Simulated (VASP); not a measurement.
# TiSi2 (P1) in VASP: single point with PBEsol

Aim: the single point of TiSi2 with PBEsol.

Everything below comes from runs of VASP 6.6.1. Logs are shortened: lines on timing, memory, paths and dates and some standing lists are left out, and cuts for length are marked.

## (1) The cell of the first run

The typed cell holds 36 atoms: a = 8.012 Å, b = 8.592 Å, c = 8.592 Å, α = 103.35°, β = 105.96°, γ = 105.96°.

## (2) Single point, PBEsol

File INCAR:

```
SYSTEM = TiSi2
PREC     = Accurate       ! precision mode
ENCUT    = 520            ! plane-wave cutoff, eV
EDIFF    = 1E-6           ! SCF threshold, eV
ISMEAR   = -1             ! smearing method
SIGMA    = 0.0948         ! smearing width, eV
LREAL    = Auto         
LASPH    = .True.         ! aspherical terms in the spheres
NELM     = 60             ! most SCF steps
ALGO     = Normal         ! electronic algorithm
ISIF     = 2              ! what is computed and relaxed
LWAVE    = .False.        ! write WAVECAR
LCHARG   = .True.         ! write CHGCAR
GGA      = PS             ! functional
LELF     = .True.         ! ELF
LVHAR    = .True.       
NBANDS   = 144            ! bands
```

File KPOINTS:

```
Automatic mesh
0
Gamma
  2 2 2
  0.5 0.5 0.5
```

File POSCAR:

```
TiSi2
1.0
   -3.5518741309      0.0000000000     -7.1816431623
    5.3278111963      6.7402086948      0.0000000000
    5.3278111963     -6.7402086948      0.0000000000
Ti Si
12 24
Direct
    0.1135547926      0.8235660213      0.5998876356
    0.5889727329      0.6500268308      0.4390284679
    0.0823743239      0.1531249641      0.9275539523
    0.6026008118      0.9976169335      0.7831979050
    0.1105553398      0.5093157516      0.3025599873
    0.5770237961      0.3294587932      0.1081794430
    0.3672362912      0.7130882012      0.9098525834
    0.8597135586      0.5675500499      0.7434825846
    0.3414792332      0.0160881890      0.2152158511
    0.8556224336      0.8975892793      0.0387172084
    0.3535830092      0.3697268729      0.5377118792
    0.8426894602      0.2180262466      0.3751693037
    0.1038595184      0.1815723666      0.2561148656
    0.5931301380      0.9980464580      0.0989628725
    0.0887764799      0.5128170606      0.6044711959
    0.5792969528      0.3229500880      0.4116279060
    0.0940617606      0.8283641287      0.9241663552
    0.5929503741      0.6629566463      0.7664810372
    0.3325549524      0.3686423539      0.2156488715
    0.8378171769      0.2137543218      0.0612952442
    0.3418102159      0.7090007128      0.5678541930
    0.8389901675      0.5454933781      0.4274586056
    0.3603895295      0.0450263919      0.9120627501
    0.8386048797      0.8578834770      0.7186078191
    0.1061241812      0.4732477683      0.9332498454
    0.5903357914      0.3112272221      0.7532347525
    0.0856139725      0.7912450662      0.2981328866
    0.6226626552      0.6326397851      0.1224210136
    0.1212452332      0.1861834444      0.6221766210
    0.5956663264      0.9784933243      0.4526035247
    0.3418560272      0.0278717303      0.5239431654
    0.8515874239      0.9071981795      0.3983314433
    0.3762929930      0.4006518497      0.8924131809
    0.8404402535      0.2172092514      0.6988128852
    0.3511433168      0.7105310842      0.2022046874
    0.8538200606      0.5535048408      0.0521043422
```

Potentials or basis: VASP PAW PBE potentials, release 64 (Ti_sv, Si).

The run is started by

```sh
cat potpaw_PBE.64/Ti_sv/POTCAR potpaw_PBE.64/Si/POTCAR > POTCAR
mpirun -np 1 vasp_std > vasp.out
```

OUTCAR:

```text
SYSTEM = TiSi2
   PREC = Accurate
   ENCUT = 520
   EDIFF = 1E-6
   ISMEAR = -1
   LREAL = Auto
   LASPH = .True.
   NELM = 60
   ISIF = 2
   GGA = PS

 ion  position               nearest neighbor table
   1  0.114  0.824  0.600-  21 2.35  27 2.48  31 2.50  22 2.53  15 2.63  32 2.71  23 2.72  24 2.73
                            17 2.82
   2  0.589  0.650  0.439-  22 2.43  24 2.52  19 2.59  21 2.63  35 2.63  16 2.74  32 2.76  18 2.78
                            28 2.78  30 2.78
   3  0.082  0.153  0.928-  19 2.59  24 2.59  34 2.63  20 2.64  23 2.66  25 2.69  13 2.73  29 2.79
                            17 2.81  33 2.84
   4  0.603  0.998  0.783-  20 2.50  23 2.56  24 2.62  21 2.62  34 2.67  31 2.72  14 2.73  26 2.79
                            30 2.79  18 2.82
   5  0.111  0.509  0.303-  21 2.39  27 2.49  19 2.58  15 2.64  35 2.69  36 2.72  13 2.73  22 2.74
                            20 2.75
   6  0.577  0.329  0.108-  33 2.41  23 2.45  19 2.45  28 2.50  16 2.62  20 2.63  36 2.74  22 2.78
                            14 2.87
   7  0.367  0.713  0.910-  14 2.45  18 2.53  35 2.56  25 2.59  17 2.66  33 2.68  28 2.70  15 2.72
                            23 2.86  21 2.88
   8  0.860  0.568  0.743-  17 2.33  18 2.53  15 2.54  24 2.60  25 2.63  22 2.63  26 2.66  36 2.69
                            34 2.90  16 2.95
   9  0.341  0.016  0.215-  14 2.51  17 2.54  30 2.61  16 2.62  35 2.63  31 2.63  23 2.71  13 2.72
                            27 2.78
  10  0.856  0.898  0.039-  17 2.52  13 2.57  18 2.60  14 2.61  24 2.65  20 2.72  28 2.89  27 2.97
                            36 2.98
  11  0.354  0.370  0.538-  16 2.43  29 2.48  13 2.49  26 2.51  18 2.62  19 2.72  15 2.85  31 2.89
                            21 2.90  33 2.95
[... 42 lines left out ...]
  33  0.376  0.401  0.892-  28 2.38   6 2.41  25 2.50  29 2.51  26 2.53   7 2.68   3 2.84  11 2.95
                            19 2.96  18 3.04  23 3.07
  34  0.840  0.217  0.699-  30 2.46  26 2.47  25 2.54  29 2.57   3 2.63   4 2.67  12 2.79   8 2.90
                            20 3.13  24 3.13
  35  0.351  0.711  0.202-  25 2.55   7 2.56  30 2.58   9 2.63   2 2.63  28 2.66  27 2.68   5 2.69
                            19 2.93
  36  0.854  0.554  0.052-  28 2.32  27 2.42  25 2.68   8 2.69   5 2.72  26 2.74   6 2.74  20 2.91
                            10 2.98

  LATTYP: Found a base centered monoclinic cell.
 ALAT       =    10.6556223926
 B/A-ratio  =     1.2650990147
 C/A-ratio  =     0.7519015557
 COS(beta)  =    -0.4433204464

  Lattice vectors:

 A1 = (   5.3278111963,   6.7402086948,   0.0000000000)
 A2 = (   5.3278111963,  -6.7402086948,   0.0000000000)
 A3 = (  -3.5518741309,   0.0000000000,  -7.1816431623)

Analysis of symmetry for initial positions (statically):
=====================================================================
 Subroutine PRICEL returns:
 Original cell was already a primitive cell.

 Routine SETGRP: Setting up the symmetry group for a
 base centered monoclinic supercell.

 Subroutine GETGRP returns: Found  1 space group operations
 (whereof  1 operations were pure point group operations)
 out of a pool of  4 trial point group operations.

The static configuration has the point symmetry C_1 .

Analysis of symmetry for dynamics (positions and initial velocities):
=====================================================================
 Subroutine PRICEL returns:
 Original cell was already a primitive cell.

 Routine SETGRP: Setting up the symmetry group for a
 base centered monoclinic supercell.

 Subroutine GETGRP returns: Found  1 space group operations
 (whereof  1 operations were pure point group operations)
 out of a pool of  4 trial point group operations.

The dynamic configuration has the point symmetry C_1 .

 Subroutine INISYM returns: Found  1 space group operations
 (whereof  1 operations are pure point group operations),
 and found     1 'primitive' translations

----------------------------------------------------------------------------------------

                                     Primitive cell

  volume of cell :     515.7936

  direct lattice vectors                    reciprocal lattice vectors
    -3.551874131  0.000000000 -7.181643162     0.000000000  0.000000000 -0.139243900
     5.327811196  6.740208695  0.000000000     0.093847169  0.074181679 -0.046414633
     5.327811196 -6.740208695  0.000000000     0.093847169 -0.074181679 -0.046414633

  length of vectors
     8.011979053  8.591622978  8.591622978     0.139243900  0.128314188  0.128314188

  position of ions in fractional coordinates (direct lattice)
     0.113554793  0.823566021  0.599887636
     0.588972733  0.650026831  0.439028468
     0.082374324  0.153124964  0.927553952
     0.602600812  0.997616933  0.783197905
     0.110555340  0.509315752  0.302559987
     0.577023796  0.329458793  0.108179443
[... 28 lines left out ...]
     0.351143317  0.710531084  0.202204687
     0.853820061  0.553504841  0.052104342

  ion indices of the primitive-cell ions
   primitive index   ion index
                 1           1
                 2           2
                 3           3
                 4           4
                 5           5
                 6           6
[... 28 lines left out ...]
                35          35
                36          36

----------------------------------------------------------------------------------------

 KPOINTS: Automatic mesh

Automatic generation of k-mesh.
 Grid dimensions read from file:
 generate k-points for:    2    2    2

 Generating k-lattice:

  Cartesian coordinates                     Fractional coordinates (reciprocal lattice)
     0.000000000  0.000000000 -0.069621950     0.500000000  0.000000000  0.000000000
     0.046923585  0.037090840 -0.023207317    -0.000000000  0.500000000  0.000000000
     0.046923585 -0.037090840 -0.023207317    -0.000000000  0.000000000  0.500000000

  Length of vectors
     0.069621950  0.064157094  0.064157094

  Shift w.r.t. Gamma in fractional coordinates (k-lattice)
     0.500000000  0.500000000  0.500000000

 Subroutine IBZKPT returns following result:
 ===========================================

 Found      4 irreducible k-points:

 Following reciprocal coordinates:
            Coordinates               Weight
  0.250000  0.250000  0.250000      2.000000
 -0.250000  0.250000  0.250000      2.000000
  0.250000 -0.250000  0.250000      2.000000
 -0.250000 -0.250000  0.250000      2.000000
   k-points           NKPTS =      4   k-points in BZ     NKDIM =      4   number of bands    NBANDS=    144
   number of dos      NEDOS =    301   number of ions     NIONS =     36
   total plane-waves  NPLWV = 245760
   dimension x,y,z NGX =    60 NGY =   64 NGZ =   64
   dimension x,y,z NGXF=   120 NGYF=  128 NGZF=  128
   ions per type =              12  24
   NGX,Y,Z   is equivalent  to a cutoff of  12.45, 12.38, 12.38 a.u.
   NGXF,Y,Z  is equivalent  to a cutoff of  24.90, 24.77, 24.77 a.u.
 SYSTEM =  TiSi2
   PREC   = accura    normal or accurate (medium, high low for compatibility)
   ISTART =      0    job   : 0-new  1-cont  2-samecut
   ICHARG =      2    charge: 1-file 2-atom 10-const
   ISPIN  =      1    spin polarized calculation?
   LNONCOLLINEAR =      F non collinear calculations
   LSORBIT =      F    spin-orbit coupling
   LASPH  =      T    aspherical Exc in radial PAW
   ENCUT  =  520.0 eV  38.22 Ry    6.18 a.u.  14.90 15.97 15.97*2*pi/ulx,y,z
   NELM   =     60;   NELMIN=  2; NELMDL= -5     # of ELM steps
   EDIFF  = 0.1E-05   stopping-criterion for ELM
   LREAL  =      T    real-space projection
   EDIFFG = 0.1E-04   stopping-criterion for IOM
   NSW    =      0    number of steps for IOM
   IBRION =     -1    ionic relax: 0-MD 1-quasi-New 2-CG
   NFREE  =      0    steps in history (QN), initial steepest desc. (CG)
   ISIF   =      2    stress and relaxation
   ISYM   =      2    0-nonsym 1-usesym 2-fastsym
   POTIM  = 0.5000    time-step for ionic-motion
   TEBEG  =    0.0;   TEEND  =   0.0 temperature during run
   PSTRESS=    0.0 pullay stress
   NELECT =     240.0000    total number of electrons
   NUPDOWN=      -1.0000    fix difference up-down
   EMIN   =  10.00;   EMAX   =-10.00  energy-range for DOS
   EFERMI =   0.00;   METHOD = LEGACY
   ISMEAR =    -1;   SIGMA  =   0.09  broadening in eV -4-tet -1-fermi 0-gaus
   EFERMI_NEDOS =   21; number of points for ismear=-14 and -15
   IALGO  =     38    algorithm
   IMIX   =      4    mixing-type and parameters
     AMIX     =   0.40;   BMIX     =  1.00
     AMIX_MAG =   1.60;   BMIX_MAG =  1.00
  volume/ion in A,a.u.               =      14.33        96.69
  Fermi-wavevector in a.u.,A,eV,Ry     =   1.268586  2.397280 21.895998  1.609310
  Thomas-Fermi vector in A             =   2.401673
   LORBIT       =      0    0 simple, 1 ext, 2 COOP (PROOUT), +10 PAW based schemes
   GGA     = PS    functional components
   LHFCALC =     F    Hartree Fock is set to
   AEXX    =    0.0000 exact exchange contribution
   IVDW    =     0    specifies the selected vdW correction
   LEPSILON=     F    determine dielectric tensor
   LRPA    =     F    only Hartree local field effects (RPA)
 non-spin polarized calculation
  energy-cutoff  :      520.00
  volume of cell :      515.79
 maximum number of plane-waves:     13892
   NGX = 29   NGY = 31   NGZ = 31

 number of electron     240.0000007 magnetization

 Free energy of the ion-electron system (eV)
  ---------------------------------------------------
  ext. energy  EPLUGINS =         0.00000000
  ---------------------------------------------------
  free energy    TOTEN  =      -257.16937871 eV

  energy without entropy =     -256.80633082  energy(sigma->0) =     -256.98785477

 E-fermi :  10.3369     XC(G=0): -11.6722

 val. band max:       10.3051497244   @ k =  -0.2500  -0.2500   0.2500
 cond. band min:      10.3423584523   @ k =  -0.2500   0.2500   0.2500
 fundamental gap:      0.0372087279
 Fermi energy:        10.3369031701

 k-point     1 :       0.2500    0.2500    0.2500
  band No.  band energies     occupation
      1     -46.3860      2.00000
      2     -46.3703      2.00000
      3     -46.3134      2.00000
      4     -46.2873      2.00000
      5     -46.2303      2.00000
      6     -46.2181      2.00000
[... 529 lines left out ...]
    131      11.2596      0.00012
    132      11.3675      0.00004
 [bands above 132 left out]

------------------------ aborting loop because EDIFF is reached ----------------------------------------

  FORCE on cell =-STRESS in cart. coord.  units (eV):
  Direction    XX          YY          ZZ          XY          YZ          ZX
  --------------------------------------------------------------------------------------
  -------------------------------------------------------------------------------------
  Total        1.8520573     -5.4910109      0.7466660     -0.5810084      1.2293266     -0.5547624
  in kB        5.7529291    -17.0563813      2.3193217     -1.8047498      3.8185799     -1.7232235
  external PRESSURE =      -2.9947102 kB  Pullay stress =       0.0000000 kB

 VOLUME and BASIS-vectors are now :
 -----------------------------------------------------------------------------
  energy-cutoff  :      520.00
  volume of cell :      515.79
      direct lattice vectors                 reciprocal lattice vectors
    -3.551874131  0.000000000 -7.181643162     0.000000000  0.000000000 -0.139243900
     5.327811196  6.740208695  0.000000000     0.093847169  0.074181679 -0.046414633
     5.327811196 -6.740208695  0.000000000     0.093847169 -0.074181679 -0.046414633

 POSITION                                       TOTAL-FORCE (eV/Angst)
 -----------------------------------------------------------------------------------
      7.18056      1.50764     -0.81551         2.784026     -0.077381      1.398247
      3.71032      1.42217     -4.22979         0.497204      1.064637      0.152861
      5.46507     -5.21981     -0.59158         0.003504      0.962085     -0.944689
      7.34748      1.44523     -4.32766        -0.748733      1.223274      0.560009
      3.93284      1.39358     -0.79397        -1.853509      0.621686      1.709030
      0.28214      1.49147     -4.14398        -0.934569     -0.353390     -2.240930
[... 28 lines left out ...]
      3.61567      3.42623     -2.52179         0.417120     -0.135626      0.147247
      0.19391      3.37954     -6.13183        -1.198123      0.515236     -0.495192
 -----------------------------------------------------------------------------------
    total drift:                               -0.013100      0.004697     -0.010117

  FREE ENERGIE OF THE ION-ELECTRON SYSTEM (eV)
  ---------------------------------------------------
  free  energy   TOTEN  =      -257.1693787139 eV

  energy  without entropy=     -256.8063308162  energy(sigma->0) =     -256.98785477
```

Wall time 12 min (1 thread of Intel Xeon Platinum 8259CL at 2.50GHz (Skylake/Cascade Lake), shared host); peak memory 0.61 GiB.

What came out:

- Free energy: -257.1694 eV
- Pressure: -0.3 GPa
- Largest force: 3.116 eV/Å
- Band gap on the k mesh: zero (bands 120 and 121 overlap by 0.09 eV)

Forces on the atoms (eV/Å):
```
Ti   2.784 -0.077  1.398
Ti   0.497  1.065  0.153
Ti   0.004  0.962 -0.945
Ti  -0.749  1.223  0.560
Ti  -1.854  0.622  1.709
Ti  -0.935 -0.353 -2.241
Ti  -0.836  0.615  1.219
Ti  -2.138 -1.339  1.475
Ti   1.346  0.572  0.176
Ti   0.311 -2.793  0.644
Ti   1.741 -0.483  0.484
Ti   0.335 -1.711 -0.386
Si  -0.465 -0.933  1.313
Si   0.079 -0.275 -1.362
Si  -0.644 -0.924 -1.170
Si   0.111 -0.474 -0.620
Si   0.889  0.421 -1.386
Si   0.081  0.132 -0.071
Si   0.205  0.678 -0.602
Si   0.373  0.043 -0.586
Si  -0.470 -0.710 -1.980
Si  -1.727  0.670 -0.187
Si  -0.911  0.508  1.763
Si   0.559  0.465 -0.564
Si   0.631 -0.690  0.317
Si   0.374 -1.188 -0.311
Si  -0.126  1.753 -0.173
Si   2.287  0.849  0.464
Si  -0.683 -1.296  0.926
Si  -0.473 -0.186  0.001
Si   1.508  0.829 -0.273
Si  -0.932  0.394 -0.376
Si  -0.665  0.955  1.451
Si   0.273  0.297 -0.474
Si   0.417 -0.136  0.147
Si  -1.198  0.515 -0.495
```

Stress tensor (GPa, compression positive):
```
 0.58 -0.18 -0.17
-0.18 -1.71  0.38
-0.17  0.38  0.23
```

Caveat: the k points lie up to 0.44 Å⁻¹ apart; the atoms stand as in a frame of molecular dynamics; the PAW data sets were made with another functional, which shifts forces and pressure a little.

The gap in the log of VASP goes by the Fermi energy; the results here count the filled bands.